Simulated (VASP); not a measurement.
Here is a VASP 6.6.1 calculation.

INCAR

```
SYSTEM = Au
PREC     = Accurate       ! precision mode
ENCUT    = 520            ! plane-wave cutoff, eV
EDIFF    = 1E-6           ! SCF threshold, eV
ISMEAR   = -1             ! smearing method
SIGMA    = 0.05           ! smearing width, eV
LREAL    = .FALSE.        ! projectors in reciprocal space
LASPH    = .TRUE.         ! aspherical terms in the spheres
NELM     = 80             ! most SCF steps
ALGO     = Normal         ! electronic algorithm
ISIF     = 2              ! what is computed and relaxed
LWAVE    = .FALSE.        ! write WAVECAR
LCHARG   = .FALSE.        ! write CHGCAR
GGA      = CA             ! functional
NBANDS   = 12             ! bands
```

Contents of KPOINTS:

```
regular mesh
0
G
  14 14 14
  0 0 0
```

File POSCAR:

```
Au
1.0
    2.5167933217      0.0000000000      0.0000000000
    0.0000000000      2.5167933217      0.0000000000
    0.0000000000      0.0000000000      2.5167933217
Au
1
Direct
    0.0000000000      0.0000000000      0.0000000000
```

Potentials or basis: VASP PAW LDA potentials, release 64 (Au).

Launch:

```console
$ cat potpaw_LDA.64/Au/POTCAR > POTCAR
$ mpirun -np 1 vasp_std > vasp.out
```

Q: Estimate the pressure.

A: 42.8 GPa.
